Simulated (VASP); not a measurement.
# C (P-1) in VASP: single point with PBE+D3(BJ)

Aim: the single point of C with PBE+D3(BJ).

Program: VASP 6.6.1. These are calculated values, not measurements. Logs are shortened: lines on timing, memory, paths and dates and some standing lists are left out, and cuts for length are marked.

### Step 1. The cell of the first run

The typed cell holds 10 atoms: a = 3.650 Å, b = 2.465 Å, c = 9.742 Å, α = 87.58°, β = 79.78°, γ = 90.00°.

### Step 2. Single point, PBE+D3(BJ) (the part above a cut slid along it)

File INCAR:

```
SYSTEM = C
PREC = Accurate ; ENCUT = 520
EDIFF = 1E-7 ; ISMEAR = 0
SIGMA = 0.05 ; LREAL = .FALSE.
LASPH = .TRUE. ; NELM = 60
ALGO = Normal ; ISIF = 2
LWAVE = .FALSE. ; LCHARG = .FALSE.
GGA = PE ; IVDW = 12
NBANDS = 31
```

File KPOINTS:

```
Automatic mesh
0
G
  7 11 3
  0 0 0
```

File POSCAR:

```
C
1.0
    0.0000000000      1.4231463890     -3.3609366400
   -2.4649618524      0.0000000000      0.0000000000
   -0.4108269754      9.4946216383      2.1431440395
C
10
Direct
    0.2672591881      1.2517905016      0.8892569905
    0.7438149079      0.3886037557      0.0683774659
    0.8746759779      0.8544004422      0.2735973470
    0.0055370480      0.3201971286      0.4788172282
    0.1363981180      0.7859938151      0.6840371093
    0.7870461622      0.8771929308      0.1368424153
   -0.0820927678      0.3429896173      0.3420622965
    0.0487683023      0.8087863037      0.5472821776
    0.1796293723      0.2745829902      0.7525020588
    0.3104904424      0.7403796767      0.9577219399
```

Potentials or basis: VASP PAW PBE potentials, release 64 (C).

The run is started by

```console
cat potpaw_PBE.64/C/POTCAR > POTCAR
mpirun -np 1 vasp_std > vasp.out
```

OUTCAR:

```text
SYSTEM = C
   PREC = Accurate
   ENCUT = 520
   EDIFF = 1E-7
   ISMEAR = 0
   LREAL = .FALSE.
   LASPH = .TRUE.
   NELM = 60
   ISIF = 2
   GGA = PE
   IVDW = 12
 IVDW          = 12

 ion  position               nearest neighbor table
   1  0.267  0.252  0.889-  10 1.42  10 1.42   9 1.42
   2  0.744  0.389  0.068-   6 1.42   6 1.42
   3  0.875  0.854  0.274-   7 1.42   7 1.42   6 1.42
   4  0.006  0.320  0.479-   8 1.42   8 1.42   7 1.42
   5  0.136  0.786  0.684-   9 1.42   9 1.42   8 1.42
   6  0.787  0.877  0.137-   2 1.42   2 1.42   3 1.42
   7  0.918  0.343  0.342-   3 1.42   3 1.42   4 1.42
   8  0.049  0.809  0.547-   4 1.42   4 1.42   5 1.42
   9  0.180  0.275  0.753-   5 1.42   5 1.42   1 1.42
  10  0.310  0.740  0.958-   1 1.42   1 1.42

  LATTYP: Found a triclinic cell.
 ALAT       =     2.4649618524
 B/A-ratio  =     1.7867351814
 C/A-ratio  =     4.1315025508
 COS(alpha) =     0.0017108041
 COS(beta)  =     0.2823831408
 COS(gamma) =     0.5596800301

  Lattice vectors:

 A1 = (   2.4649618524,   0.0000000000,   0.0000000000)
 A2 = (   2.4649618524,  -1.4231463890,   3.3609366400)
 A3 = (   2.8757888278,  -8.0714752493,  -5.5040806795)

Analysis of symmetry for initial positions (statically):
=====================================================================
 Subroutine PRICEL returns:
 Original cell was already a primitive cell.

 Routine SETGRP: Setting up the symmetry group for a
 triclinic supercell.

 Subroutine GETGRP returns: Found  2 space group operations
 (whereof  1 operations were pure point group operations)
 out of a pool of  2 trial point group operations.

The static configuration has the point symmetry C_1 .
 The point group associated with its full space group is S_2 .

Analysis of symmetry for dynamics (positions and initial velocities):
=====================================================================
 Subroutine PRICEL returns:
 Original cell was already a primitive cell.

 Routine SETGRP: Setting up the symmetry group for a
 triclinic supercell.

 Subroutine GETGRP returns: Found  2 space group operations
 (whereof  1 operations were pure point group operations)
 out of a pool of  2 trial point group operations.

The dynamic configuration has the point symmetry C_1 .
 The point group associated with its full space group is S_2 .

 Subroutine INISYM returns: Found  2 space group operations
[... 119 lines left out ...]
   ISIF   =      2    stress and relaxation
   ISYM   =      2    0-nonsym 1-usesym 2-fastsym
   POTIM  = 0.5000    time-step for ionic-motion
   TEBEG  =    0.0;   TEEND  =   0.0 temperature during run
   PSTRESS=    0.0 pullay stress
   NELECT =      40.0000    total number of electrons
   NUPDOWN=      -1.0000    fix difference up-down
   EMIN   =  10.00;   EMAX   =-10.00  energy-range for DOS
   EFERMI =   0.00;   METHOD = LEGACY
   ISMEAR =     0;   SIGMA  =   0.05  broadening in eV -4-tet -1-fermi 0-gaus
   EFERMI_NEDOS =   21; number of points for ismear=-14 and -15
   IALGO  =     38    algorithm
   IMIX   =      4    mixing-type and parameters
     AMIX     =   0.40;   BMIX     =  1.00
     AMIX_MAG =   1.60;   BMIX_MAG =  1.00
  volume/ion in A,a.u.               =       8.62        58.16
  Fermi-wavevector in a.u.,A,eV,Ry     =   1.267547  2.395317 21.860157  1.606676
  Thomas-Fermi vector in A             =   2.400689
   LORBIT       =      0    0 simple, 1 ext, 2 COOP (PROOUT), +10 PAW based schemes
   GGA     = PE    functional components
   LHFCALC =     F    Hartree Fock is set to
   AEXX    =    0.0000 exact exchange contribution
   IVDW    =    12    specifies the selected vdW correction
   LEPSILON=     F    determine dielectric tensor
   LRPA    =     F    only Hartree local field effects (RPA)
 non-spin polarized calculation
 Gauss-broadening in eV      SIGMA  =   0.05
  energy-cutoff  :      520.00
  volume of cell :       86.18
 maximum number of plane-waves:      2348
   NGX = 13   NGY =  9   NGZ = 37

 number of electron      40.0000000 magnetization

 Free energy of the ion-electron system (eV)
  ---------------------------------------------------
  ext. energy  EPLUGINS =         0.00000000
  ---------------------------------------------------
  free energy    TOTEN  =       -86.56627598 eV

  energy without entropy =      -86.56348337  energy(sigma->0) =      -86.56487967

 E-fermi :   4.7555     XC(G=0): -10.5807

 val. band max:        4.7463490573   @ k =   0.1429   0.2727   0.0000
 cond. band min:       4.7716175691   @ k =  -0.0000   0.1818   0.3333
 fundamental gap:      0.0252685118
 Fermi energy:         4.7555454161

 k-point     1 :       0.0000    0.0000    0.0000
  band No.  band energies     occupation
      1     -14.6733      2.00000
      2     -13.7469      2.00000
      3     -13.4701      2.00000
      4     -10.9333      2.00000
      5     -10.3975      2.00000
      6      -6.5298      2.00000
[... 805 lines left out ...]
     30      14.4060      0.00000
     31      14.9668      0.00000

 [... further k-points ...]

------------------------ aborting loop because EDIFF is reached ----------------------------------------

 Edisp (eV)   -1.65070

 E8    (eV) :    -0.4700

  FORCE on cell =-STRESS in cart. coord.  units (eV):
  Direction    XX          YY          ZZ          XY          YZ          ZX
  --------------------------------------------------------------------------------------
  -------------------------------------------------------------------------------------
  Total      -0.98201     0.63585     1.20626    -5.88300     2.76867     0.88559
  in kB     -18.25719    11.82146    22.42647  -109.37478    51.47415    16.46464
  external pressure =        5.33 kB  Pullay stress =        0.00 kB

 VOLUME and BASIS-vectors are now :
 -----------------------------------------------------------------------------
  energy-cutoff  :      520.00
  volume of cell :       86.18
      direct lattice vectors                 reciprocal lattice vectors
     0.000000000  1.423146389 -3.360936640     0.000000000  0.061301293 -0.271578844
    -2.464961852  0.000000000  0.000000000    -0.405685791 -0.016022392 -0.006784480
    -0.410826975  9.494621638  2.143144040     0.000000000  0.096134351  0.040706883

 POSITION                                       TOTAL-FORCE (eV/Angst)
 -----------------------------------------------------------------------------------
     -0.98598      8.82351      1.00756        -0.076785      0.441608     -0.831904
     -0.98598      1.70778     -2.35337        -2.772850      0.756154      2.267283
     -2.21847      3.84250     -2.35337        -0.423376      0.334599     -0.347328
     -0.98598      4.55407      1.00756        -0.048539     -0.079850      0.083104
     -2.21847      6.68879      1.00756        -0.044019     -0.045071      0.004133
     -2.21847      2.41935     -2.35194         0.076785     -0.441608      0.831904
     -0.98598      4.55407     -2.35194         0.044019      0.045071     -0.004133
     -2.21847      5.26564      1.00900         0.048539      0.079850     -0.083104
     -0.98598      7.40036      1.00900         0.423376     -0.334599      0.347328
     -2.21847      9.53508      1.00900         2.772850     -0.756154     -2.267283
 -----------------------------------------------------------------------------------
    total drift:                                0.000008     -0.000003      0.000010

  FREE ENERGIE OF THE ION-ELECTRON SYSTEM (eV)
  ---------------------------------------------------
  free  energy   TOTEN  =       -88.2169803237 eV

  energy  without entropy=      -88.2141877132  energy(sigma->0) =      -88.21558402
```

OSZICAR:

```text
N       E                     dE             d eps       ncg     rms          rms(c)
DAV:   1     0.129836057862E+03    0.12984E+03   -0.20646E+04  7192   0.120E+03
DAV:   2    -0.814455117124E+02   -0.21128E+03   -0.20334E+03  9265   0.251E+02
DAV:   3    -0.918606202272E+02   -0.10415E+02   -0.10324E+02  9160   0.535E+01
DAV:   4    -0.920053320501E+02   -0.14471E+00   -0.14451E+00  9701   0.702E+00
DAV:   5    -0.920083340487E+02   -0.30020E-02   -0.30014E-02  9266   0.958E-01    0.138E+01
DAV:   6    -0.877911036526E+02    0.42172E+01   -0.56550E+00  9011   0.110E+01    0.801E+00
DAV:   7    -0.865910181829E+02    0.12001E+01   -0.33704E+00  8992   0.850E+00    0.303E+00
DAV:   8    -0.865630715703E+02    0.27947E-01   -0.50456E-01  9209   0.367E+00    0.126E+00
DAV:   9    -0.865655447706E+02   -0.24732E-02   -0.40111E-02  8854   0.104E+00    0.302E-01
DAV:  10    -0.865660822161E+02   -0.53745E-03   -0.28833E-03  9582   0.300E-01    0.706E-02
DAV:  11    -0.865661959032E+02   -0.11369E-03   -0.39938E-04  8904   0.104E-01    0.314E-02
DAV:  12    -0.865662725242E+02   -0.76621E-04   -0.87785E-05  8804   0.518E-02    0.698E-03
DAV:  13    -0.865662759388E+02   -0.34146E-05   -0.73200E-06  9508   0.151E-02    0.419E-03
DAV:  14    -0.865662760057E+02   -0.66946E-07   -0.13773E-06  8911   0.592E-03    0.105E-03
DAV:  15    -0.865662759796E+02    0.26157E-07   -0.75519E-08  6322   0.170E-03
   1 F= -.88216980E+02 E0= -.88215584E+02  d E =-.279261E-02
```

Wall time 7.1 min (1 thread of AMD EPYC 7R43 (Zen 3), shared host); peak memory 0.27 GiB.

Results:

- Free energy: -88.2170 eV
- Pressure: 0.5 GPa
- Largest force: 3.661 eV/Å
- Band gap on the k mesh: zero (bands 20 and 21 overlap by 0.61 eV)
- Dispersion energy per atom: -0.165 eV

Forces on the atoms (eV/Å):
```
C   -0.077  0.442 -0.832
C   -2.773  0.756  2.267
C   -0.423  0.335 -0.347
C   -0.049 -0.080  0.083
C   -0.044 -0.045  0.004
C    0.077 -0.442  0.832
C    0.044  0.045 -0.004
C    0.049  0.080 -0.083
C    0.423 -0.335  0.347
C    2.773 -0.756 -2.267
```

Stress tensor (GPa, compression positive):
```
 -1.83 -10.94   1.65
-10.94   1.18   5.15
  1.65   5.15   2.24
```

Levels at points of the mesh, in eV from the Fermi level:
```tsv
k point	band 18	band 19	band 20	band 21	band 22	band 23
(0.00, 0.00, 0.00)	-3.19	-2.17	-1.61	0.18	2.33	4.95
```

Caveat: the cell differs from its parent crystal (the part above a cut slid along it); forces of over 1 eV/Å act on the atoms, so gaps and moduli don't describe the material at rest.

The gap in the log of VASP goes by the Fermi energy; the results here count the filled bands.